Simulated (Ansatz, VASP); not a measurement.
## Al2Cu: VASP beside Ansatz

```
Cu Al
1.0
    -3.03350    3.03350    2.43850
     3.03350   -3.03350    2.43850
     3.03350    3.03350   -2.43850
Cu Al
2 4
Direct
  0.25000 0.25000 0.00000
  0.75000 0.75000 0.00000
  0.34190 0.15810 0.50000
  0.84190 0.34190 0.18380
  0.65810 0.84190 0.50000
  0.15810 0.65810 0.81620
```

Alike in both runs: task relaxation of cell and atoms; functional PBEsol; dispersion D4; k mesh 7 × 7 × 7; occupations fermi-dirac, width 0.05 eV; no spin polarisation.

|  | VASP | Ansatz |
| --- | --- | --- |
| version | VASP 6.6.1 | Ansatz 0.2.0 |
| potentials or method | VASP PAW PBE potentials, release 64 (Cu, Al) | Ansatz PAW |
| plane-wave cutoff (eV) | 600 | 420 |
| valence electrons in the cell | 34 | 50 |

VASP gave:

- gap on the k mesh at the Fermi level, each at its own relaxed structure (eV): none
- relaxed volume (Å³/atom): 14.18
- relaxed length of the cell vector where the two differ most in proportion (Å): 4.846

Q: What did Ansatz give for the same quantities?

A: gap on the k mesh at the Fermi level, each at its own relaxed structure (eV): none; relaxed volume (Å³/atom): 14.14; relaxed length of the cell vector where the two differ most in proportion (Å): 4.842.

VASP's potentials were made for PBE, not for PBEsol. A gap of «none» marks a metal or a gap that the smearing closes. VASP's potentials hold 34 valence electrons a cell and Ansatz's 50, so a difference there can come from the potentials and not from the codes.

Noted on Ansatz's run: the plane-wave basis is chosen anew once the cell has moved, so the energies of steps on either side of that aren't comparable.
